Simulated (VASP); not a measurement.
TePb:

```
Te Pb
1.0
     0.00000    3.23100    3.23100
     3.23100    0.00000    3.23100
     3.23100    3.23100    0.00000
Te Pb
1 1
Direct
  0.50000 0.50000 0.50000
  0.00000 0.00000 0.00000
```

Base run:

| Property | Result |
| --- | --- |
| Program | VASP 6.6.1 |
| Functional | revPBE |
| Potentials or basis | VASP PAW PBE potentials, release 64 (Te, Pb_d) |
| Cutoff | 520 eV |
| k mesh | 5 × 5 × 5 |
| Occupations | gaussian, width 0.01 eV |
| Spin | no spin polarisation |

Its results: pressure 3.2 GPa.

**Question.** The run is repeated on the same cell with these changes: functional from revPBE to LDA; potentials or basis from VASP PAW PBE potentials, release 64 (Te, Pb_d) to VASP PAW LDA potentials, release 64 (Te, Pb_d). What comes out?

**Answer.** Pressure -1.7 GPa.

Caveats: the PAW data sets were made with another functional, which shifts forces and pressure a little (some runs).
